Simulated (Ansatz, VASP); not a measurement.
Gd in VASP and in Ansatz

```
Gd
1.0
     3.81958    0.00000    0.00000
    -1.90979    3.30785    0.00000
     0.00000    0.00000    6.06601
Gd
2
Direct
  0.33333 0.66667 0.25000
  0.66667 0.33333 0.75000
```

Alike in both runs: task single point; functional BLYP; k mesh 13 × 13 × 7; occupations fermi-dirac, width 0.05 eV; collinear spin.

|  | VASP | Ansatz |
| --- | --- | --- |
| version | VASP 6.6.1 | Ansatz 0.2.0 |
| potentials or method | VASP PAW PBE potentials, release 64 (Gd), cutoff 520 eV | plane waves (420 eV) with PAW, scalar-relativistic |
| valence electrons in the cell | 36 | 36 |

```csv
,VASP,Ansatz,Ansatz less VASP
pressure (GPa),-2.8,-2.9,-0.07
net moment per atom (μB),0.00,0.00,0.000
size of the moment on the site where the two differ most (μB),6.87,7.19,+0.320
```

VASP's potentials were made for PBE, not for BLYP. Site moments also hang on the region over which each program counts them. The functional is the same, so the differences come from potentials, cutoffs and numerics.

Spin-orbit coupling is off throughout.
